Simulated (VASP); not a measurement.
HfC: electric field gradients with PBEsol

Crystal: HfC.

```
CELL_PARAMETERS angstrom
-0.02325 2.31338 2.31338
2.31338 -0.02325 2.31338
2.31338 2.31338 -0.02325
ATOMIC_POSITIONS crystal
Hf 0.50000 0.50000 0.50000
C 0.00000 0.00000 0.00000
```

This cell differs from its parent crystal: equal xy, yz and zx shear strains of -1 %.

* Program: VASP 6.6.1
* Task: electric field gradients
* Functional: PBEsol
* Potentials or basis: VASP PAW PBE potentials, release 64 (Hf_pv, C)
* Cutoff: 520 eV
* k mesh: 15 × 15 × 15
* Occupations: fermi-dirac, width 0.05 eV
* Spin: no spin polarisation
* Dipole correction: no
* Further INCAR settings: ALGO = Normal; EDIFF = 1e-08; NBANDS = 14

| Item | Value |
| --- | --- |
| Pressure | -7.0 GPa |
| Band gap on the k mesh | zero (bands 7 and 8 overlap by 1.46 eV) |
| Largest electric field gradient by atom | Hf +2.5; C +0.5 V/Å² |

Stress tensor (GPa, compression positive):
```
-6.98  1.62  1.62
 1.62 -6.98  1.62
 1.62  1.62 -6.98
```

Levels at points of the mesh, in eV from the Fermi level:
| k point | band 4 | band 5 | band 6 | band 7 | band 8 | band 9 | band 10 | band 11 |
| --- | --- | --- | --- | --- | --- | --- | --- | --- |
| (0.00, 0.00, 0.00) | -12.26 | 1.03 | 1.03 | 1.12 | 1.30 | 1.30 | 1.52 | 3.40 |

Electric field gradients, principal values (V/Å²):
| atom | least | middle | greatest (by size) |
| --- | --- | --- | --- |
| 1 Hf | -1.253 | -1.253 | 2.506 |
| 2 C | -0.237 | -0.237 | 0.474 |

It took 110 s on 1 thread of Intel Xeon 8259CL, on a shared host, peak memory 0.25 GiB.

Caveat: the cell differs from its parent crystal (equal xy, yz and zx shear strains of -1 %); the cell stands under tension; without QUAD_EFG the Cq values of the log hold for a quadrupole moment of 1 mb, not for the nuclei; the PAW data sets were made with another functional, which shifts forces and pressure a little; spin-orbit coupling is left out, which moves the levels of the heavy elements.
